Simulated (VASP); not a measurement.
# TiTe2 (P-3m1) in VASP: further runs

The runs below take TiTe2 through single point, relaxation of shape and atoms at fixed volume, relaxation of cell and atoms, with PBE+D3(BJ).

Program: VASP 6.6.1. These are calculated values, not measurements. Logs are shortened: lines on timing, memory, paths and dates and some standing lists are left out, and cuts for length are marked.

## 1. The cell of the first run

The structure is trigonal, space group P-3m1 (No. 164). The conventional cell has a = 3.448 Å, b = 3.448 Å, c = 6.006 Å, α = 90.00°, β = 90.00°, γ = 120.00°. Ti (site symmetry -3m) has 6 Te at 2.65 Å and 6 Ti at 3.45 Å within 3.5 Å. Te (site symmetry 3m) has 3 Ti at 2.65 Å and 9 Te at 3.20 to 3.45 Å within 3.5 Å.

## 2. Single point, PBE+D3(BJ)

The input, INCAR:

```
SYSTEM = TiTe2
  ALGO = Normal
  EDIFF = 1E-6
  ENCUT = 520
  GGA = PE
  ISIF = 2
  ISMEAR = -1
  IVDW = 12
  LASPH = .TRUE.
  LCHARG = .TRUE.
  LELF = .TRUE.
  LREAL = .FALSE.
  LVHAR = .TRUE.
  LWAVE = .FALSE.
  NBANDS = 19
  NELM = 60
  PREC = Accurate
  SIGMA = 0.15
```

The input, KPOINTS:

```
k-points
0
G
  15 15 8
  0 0 0
```

The input, POSCAR:

```
TiTe2
1.0
    3.4482829913      0.0000000000      0.0000000000
   -1.7241414957      2.9863006699      0.0000000000
    0.0000000000      0.0000000000      6.0056632140
Ti Te
1 2
Direct
    0.0000000000      0.0000000000      0.0000000000
    0.6666666667      0.3333333333      0.2910480188
    0.3333333333      0.6666666667      0.7089519812
```

Potentials or basis: VASP PAW PBE potentials, release 64 (Ti_sv, Te).

Started as:

```sh
$ cat potpaw_PBE.64/Ti_sv/POTCAR potpaw_PBE.64/Te/POTCAR > POTCAR
$ mpirun -np 1 vasp_std > vasp.out
```

OUTCAR:

```text
SYSTEM = TiTe2
   EDIFF = 1E-6
   ENCUT = 520
   GGA = PE
   ISIF = 2
   ISMEAR = -1
   IVDW = 12
   LASPH = .TRUE.
   LREAL = .FALSE.
   NELM = 60
   PREC = Accurate
 IVDW          = 12

 ion  position               nearest neighbor table
   1  0.000  0.000  0.000-   2 2.65   3 2.65   2 2.65   3 2.65   2 2.65   3 2.65
   2  0.667  0.333  0.291-   1 2.65   1 2.65   1 2.65   3 3.20   3 3.20   3 3.20
   3  0.333  0.667  0.709-   1 2.65   1 2.65   1 2.65   2 3.20   2 3.20   2 3.20

  LATTYP: Found a hexagonal cell.
 ALAT       =     3.4482829913
 C/A-ratio  =     1.7416387313

  Lattice vectors:

 A1 = (   3.4482829913,   0.0000000000,   0.0000000000)
 A2 = (  -1.7241414957,   2.9863006699,   0.0000000000)
 A3 = (   0.0000000000,   0.0000000000,   6.0056632140)

Analysis of symmetry for initial positions (statically):
=====================================================================
 Subroutine PRICEL returns:
 Original cell was already a primitive cell.

 Routine SETGRP: Setting up the symmetry group for a
 hexagonal supercell.

 Subroutine GETGRP returns: Found 12 space group operations
 (whereof 12 operations were pure point group operations)
 out of a pool of 24 trial point group operations.

The static configuration has the point symmetry D_3d.

Analysis of symmetry for dynamics (positions and initial velocities):
=====================================================================
 Subroutine PRICEL returns:
 Original cell was already a primitive cell.

 Routine SETGRP: Setting up the symmetry group for a
 hexagonal supercell.

 Subroutine GETGRP returns: Found 12 space group operations
 (whereof 12 operations were pure point group operations)
 out of a pool of 24 trial point group operations.

The dynamic configuration has the point symmetry D_3d.

 Subroutine INISYM returns: Found 12 space group operations
 (whereof 12 operations are pure point group operations),
 and found     1 'primitive' translations

----------------------------------------------------------------------------------------

                                     Primitive cell

  volume of cell :      61.8440

  direct lattice vectors                    reciprocal lattice vectors
     3.448282991  0.000000000  0.000000000     0.289999400  0.167431232  0.000000000
    -1.724141496  2.986300670  0.000000000     0.000000000  0.334862464  0.000000000
     0.000000000  0.000000000  6.005663214     0.000000000  0.000000000  0.166509504

  length of vectors
     3.448282991  3.448282991  6.005663214     0.334862464  0.334862464  0.166509504

  position of ions in fractional coordinates (direct lattice)
     0.000000000  0.000000000  0.000000000
     0.666666667  0.333333333  0.291048019
     0.333333333  0.666666667  0.708951981

  ion indices of the primitive-cell ions
   primitive index   ion index
                 1           1
                 2           2
                 3           3

----------------------------------------------------------------------------------------

 KPOINTS: k-points

Automatic generation of k-mesh.
 Grid dimensions read from file:
 generate k-points for:   15   15    8

 Generating k-lattice:

  Cartesian coordinates                     Fractional coordinates (reciprocal lattice)
     0.019333293  0.011162082  0.000000000     0.066666667  0.000000000  0.000000000
     0.000000000  0.022324164  0.000000000     0.000000000  0.066666667  0.000000000
     0.000000000  0.000000000  0.020813688     0.000000000  0.000000000  0.125000000

  Length of vectors
     0.022324164  0.022324164  0.020813688

  Shift w.r.t. Gamma in fractional coordinates (k-lattice)
     0.000000000  0.000000000  0.000000000

 Subroutine IBZKPT returns following result:
 ===========================================

 Found    192 irreducible k-points:

 Following reciprocal coordinates:
            Coordinates               Weight
  0.000000  0.000000  0.000000      1.000000
  0.066667  0.000000  0.000000      6.000000
  0.133333  0.000000  0.000000      6.000000
  0.200000 -0.000000  0.000000      6.000000
  0.266667  0.000000  0.000000      6.000000
  0.333333  0.000000  0.000000      6.000000
[... 16 lines left out ...]
  0.333333  0.200000  0.000000     12.000000
  0.400000  0.200000  0.000000      6.000000
 [... further k-points ...]
   k-points           NKPTS =    192   k-points in BZ     NKDIM =    192   number of bands    NBANDS=     19
   number of dos      NEDOS =    301   number of ions     NIONS =      3
   total plane-waves  NPLWV =  37632
   dimension x,y,z NGX =    28 NGY =   28 NGZ =   48
   dimension x,y,z NGXF=    56 NGYF=   56 NGZF=   96
   ions per type =               1   2
   NGX,Y,Z   is equivalent  to a cutoff of  13.50, 13.50, 13.29 a.u.
   NGXF,Y,Z  is equivalent  to a cutoff of  27.00, 27.00, 26.57 a.u.
 SYSTEM =  TiTe2
   PREC   = accura    normal or accurate (medium, high low for compatibility)
   ISTART =      0    job   : 0-new  1-cont  2-samecut
   ICHARG =      2    charge: 1-file 2-atom 10-const
   ISPIN  =      1    spin polarized calculation?
   LNONCOLLINEAR =      F non collinear calculations
   LSORBIT =      F    spin-orbit coupling
   LASPH  =      T    aspherical Exc in radial PAW
   ENCUT  =  520.0 eV  38.22 Ry    6.18 a.u.   6.41  6.41 11.17*2*pi/ulx,y,z
   NELM   =     60;   NELMIN=  2; NELMDL= -5     # of ELM steps
   EDIFF  = 0.1E-05   stopping-criterion for ELM
   LREAL  =      F    real-space projection
   EDIFFG = 0.1E-04   stopping-criterion for IOM
   NSW    =      0    number of steps for IOM
   IBRION =     -1    ionic relax: 0-MD 1-quasi-New 2-CG
   NFREE  =      0    steps in history (QN), initial steepest desc. (CG)
   ISIF   =      2    stress and relaxation
   ISYM   =      2    0-nonsym 1-usesym 2-fastsym
   POTIM  = 0.5000    time-step for ionic-motion
   TEBEG  =    0.0;   TEEND  =   0.0 temperature during run
   PSTRESS=    0.0 pullay stress
   NELECT =      24.0000    total number of electrons
   NUPDOWN=      -1.0000    fix difference up-down
   EMIN   =  10.00;   EMAX   =-10.00  energy-range for DOS
   EFERMI =   0.00;   METHOD = LEGACY
   ISMEAR =    -1;   SIGMA  =   0.15  broadening in eV -4-tet -1-fermi 0-gaus
   EFERMI_NEDOS =   21; number of points for ismear=-14 and -15
   IALGO  =     38    algorithm
   IMIX   =      4    mixing-type and parameters
     AMIX     =   0.40;   BMIX     =  1.00
     AMIX_MAG =   1.60;   BMIX_MAG =  1.00
  volume/ion in A,a.u.               =      20.61       139.11
  Fermi-wavevector in a.u.,A,eV,Ry     =   1.194115  2.256550 19.400688  1.425910
  Thomas-Fermi vector in A             =   2.330113
   LORBIT       =      0    0 simple, 1 ext, 2 COOP (PROOUT), +10 PAW based schemes
   GGA     = PE    functional components
   LHFCALC =     F    Hartree Fock is set to
   AEXX    =    0.0000 exact exchange contribution
   IVDW    =    12    specifies the selected vdW correction
   LEPSILON=     F    determine dielectric tensor
   LRPA    =     F    only Hartree local field effects (RPA)
 non-spin polarized calculation
  energy-cutoff  :      520.00
  volume of cell :       61.84
 maximum number of plane-waves:      1690
 NGX is ok and might be reduce to    28
   NGX = 13   NGY = 13   NGZ = 23

 number of electron      23.9999998 magnetization

 Free energy of the ion-electron system (eV)
  ---------------------------------------------------
  ext. energy  EPLUGINS =         0.00000000
  ---------------------------------------------------
  free energy    TOTEN  =       -15.33490143 eV

  energy without entropy =      -15.22836241  energy(sigma->0) =      -15.28163192

 E-fermi :  10.4695     XC(G=0): -11.1757

 val. band max:       10.4590551273   @ k =   0.0667   0.0000   0.3750
 cond. band min:      10.4734644493   @ k =   0.1333   0.0667   0.1250
 fundamental gap:      0.0144093221
 Fermi energy:        10.4694848916

 k-point     1 :       0.0000    0.0000    0.0000
  band No.  band energies     occupation
      1     -46.4410      2.00000
      2     -22.7678      2.00000
      3     -22.7213      2.00000
      4     -22.7213      2.00000
      5      -3.9288      2.00000
      6      -1.2213      2.00000
[... 11 lines left out ...]
     18      16.0983      0.00000
     19      18.4649      0.00000

 k-point     2 :       0.0667    0.0000    0.0000
  band No.  band energies     occupation
      1     -46.4405      2.00000
      2     -22.7665      2.00000
      3     -22.7266      2.00000
      4     -22.7225      2.00000
      5      -3.8586      2.00000
      6      -1.1800      2.00000
[... 11 lines left out ...]
     18      16.5852      0.00000
     19      18.2851      0.00000

 k-point     3 :       0.1333    0.0000    0.0000
  band No.  band energies     occupation
      1     -46.4391      2.00000
      2     -22.7627      2.00000
      3     -22.7416      2.00000
      4     -22.7258      2.00000
      5      -3.6497      2.00000
      6      -1.0599      2.00000
[... 11 lines left out ...]
     18      16.8933      0.00000
     19      18.4072      0.00000

 k-point     4 :       0.2000   -0.0000    0.0000
  band No.  band energies     occupation
      1     -46.4370      2.00000
      2     -22.7639      2.00000
      3     -22.7568      2.00000
      4     -22.7308      2.00000
      5      -3.3086      2.00000
      6      -0.8739      2.00000
[... 11 lines left out ...]
     18      16.4507      0.00000
     19      17.9993      0.00000

 k-point     5 :       0.2667    0.0000    0.0000
  band No.  band energies     occupation
      1     -46.4347      2.00000
      2     -22.7889      2.00000
      3     -22.7506      2.00000
      4     -22.7365      2.00000
      5      -2.8482      2.00000
      6      -0.6509      2.00000
[... 11 lines left out ...]
     18      16.1069      0.00000
     19      17.2173      0.00000

 k-point     6 :       0.3333    0.0000    0.0000
  band No.  band energies     occupation
      1     -46.4324      2.00000
      2     -22.8128      2.00000
      3     -22.7444      2.00000
      4     -22.7419      2.00000
      5      -2.2927      2.00000
      6      -0.4472      2.00000
[... 11 lines left out ...]
     18      15.8798      0.00000
     19      16.9301      0.00000

 k-point     7 :       0.4000    0.0000    0.0000
  band No.  band energies     occupation
      1     -46.4306      2.00000
      2     -22.8313      2.00000
      3     -22.7461      2.00000
      4     -22.7396      2.00000
      5      -1.6913      2.00000
      6      -0.3588      2.00000
[... 11 lines left out ...]
     18      15.6808      0.00000
     19      16.5301      0.00000

 k-point     8 :       0.4667    0.0000    0.0000
  band No.  band energies     occupation
      1     -46.4296      2.00000
      2     -22.8415      2.00000
      3     -22.7484      2.00000
      4     -22.7370      2.00000
      5      -1.1675      2.00000
      6      -0.4626      2.00000
[... 256 lines left out ...]
 k-point    20 :       0.4000    0.1333    0.0000
  band No.  band energies     occupation
      1     -46.4292      2.00000
      2     -22.8349      2.00000
      3     -22.7611      2.00000
      4     -22.7358      2.00000
      5      -1.0331      2.00000
      6      -0.3798      2.00000
[... 11 lines left out ...]
     18      15.5215      0.00000
     19      17.2888      0.00000

 k-point    21 :       0.2000    0.2000    0.0000
  band No.  band energies     occupation
      1     -46.4318      2.00000
      2     -22.8072      2.00000
      3     -22.7550      2.00000
      4     -22.7426      2.00000
      5      -2.1709      2.00000
      6      -0.3748      2.00000
[... 11 lines left out ...]
     18      16.0244      0.00000
     19      18.3416      0.00000

 k-point    22 :       0.2667    0.2000    0.0000
  band No.  band energies     occupation
      1     -46.4301      2.00000
      2     -22.8184      2.00000
      3     -22.7650      2.00000
      4     -22.7384      2.00000
      5      -1.6231      2.00000
      6      -0.2450      2.00000
[... 11 lines left out ...]
     18      15.2569      0.00000
     19      18.4049      0.00000

 k-point    23 :       0.3333    0.2000    0.0000
  band No.  band energies     occupation
      1     -46.4290      2.00000
      2     -22.8254      2.00000
      3     -22.7725      2.00000
      4     -22.7355      2.00000
      5      -1.0891      2.00000
      6      -0.2506      2.00000
[... 11 lines left out ...]
     18      14.8611      0.00000
     19      18.3608      0.00000

 k-point    24 :       0.4000    0.2000    0.0000
  band No.  band energies     occupation
      1     -46.4286      2.00000
      2     -22.8278      2.00000
      3     -22.7752      2.00000
      4     -22.7344      2.00000
      5      -0.7840      2.00000
      6      -0.3519      2.00000
[... 11 lines left out ...]
     18      14.7433      0.00000
     19      18.3695      0.00000

 [... further k-points ...]

------------------------ aborting loop because EDIFF is reached ----------------------------------------

 Edisp (eV)   -1.91759

 E8    (eV) :    -0.8856

  FORCE on cell =-STRESS in cart. coord.  units (eV):
  Direction    XX          YY          ZZ          XY          YZ          ZX
  --------------------------------------------------------------------------------------
  -------------------------------------------------------------------------------------
  Total       5.75718     5.75718     5.75132    -0.00000    -0.00000     0.00000
  in kB     149.14984   149.14984   148.99800    -0.00000    -0.00000     0.00000
  external pressure =      149.10 kB  Pullay stress =        0.00 kB

 VOLUME and BASIS-vectors are now :
 -----------------------------------------------------------------------------
  energy-cutoff  :      520.00
  volume of cell :       61.84
      direct lattice vectors                 reciprocal lattice vectors
     3.448282991  0.000000000  0.000000000     0.289999400  0.167431232  0.000000000
    -1.724141496  2.986300670  0.000000000     0.000000000  0.334862464  0.000000000
     0.000000000  0.000000000  6.005663214     0.000000000  0.000000000  0.166509504

 POSITION                                       TOTAL-FORCE (eV/Angst)
 -----------------------------------------------------------------------------------
      0.00000      0.00000      0.00000        -0.000000      0.000000     -0.000000
      1.72414      0.99543      1.74794        -0.000000      0.000000      0.008545
     -0.00000      1.99087      4.25773         0.000000     -0.000000     -0.008545
 -----------------------------------------------------------------------------------
    total drift:                               -0.000000      0.000000     -0.000000

  FREE ENERGIE OF THE ION-ELECTRON SYSTEM (eV)
  ---------------------------------------------------
  free  energy   TOTEN  =       -17.2524905622 eV

  energy  without entropy=      -17.1459515443  energy(sigma->0) =      -17.19922105
```

Wall time 2.4 min (1 thread of AMD EPYC 9R14 (Zen 4), shared host); peak memory 0.33 GiB.

What came out:

* Free energy: -17.2525 eV
* Pressure: 14.9 GPa
* Largest force: 0.009 eV/Å
* Band gap on the k mesh: zero (band 12 reaches 11.10 eV, above the bottom of band 13 at 10.03 eV)
* Dispersion energy per atom: -0.639 eV

Forces on the atoms (eV/Å):
```
Ti   0.000  0.000  0.000
Te   0.000  0.000  0.009
Te   0.000  0.000 -0.009
```

Levels at points of the mesh, in eV from the Fermi level:
```csv
k point,band 8,band 9,band 10,band 11,band 12,band 13,band 14,band 15,band 16,band 17
"(0.00, 0.00, 0.00)",-1.49,-1.49,-0.13,0.63,0.63,1.43,2.04,2.04,3.31,3.31
"(0.00, 0.00, 0.50)",-3.46,-1.29,-1.29,0.60,0.60,1.11,1.11,1.55,4.47,4.47
```

Caveat: spin-orbit coupling is left out, which moves the levels of the heavy elements; pairwise dispersion overbinds metals, which lowers pressure and volume.

(Continued in part 2 of 3.)
